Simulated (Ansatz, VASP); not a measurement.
**La in VASP and in Ansatz**

```xyz
1
Lattice="0.0000 2.8197 2.8197 2.8197 0.0000 2.8197 2.8197 2.8197 0.0000" Properties=species:S:1:pos:R:3 pbc="T T T"
La    0.0000    0.0000    0.0000
```

Alike in both runs: task single point; functional BLYP; k mesh 16 × 16 × 16; occupations fermi-dirac, width 0.1 eV; no spin polarisation.

```csv
,VASP,Ansatz
version,VASP 6.6.1,Ansatz 0.2.0
potentials or method,"VASP PAW PBE potentials, release 64 (La), cutoff 520 eV","plane waves (420 eV) with PAW, scalar-relativistic"
valence electrons in the cell,11,11
```

```tsv
	VASP	Ansatz	Ansatz less VASP
pressure (GPa)	-2.4	-2.4	+0.03
```

VASP's potentials were made for PBE, not for BLYP. With one functional, cell and mesh, what is left measures potentials, basis and numerics.

Neither program's run includes spin-orbit coupling.
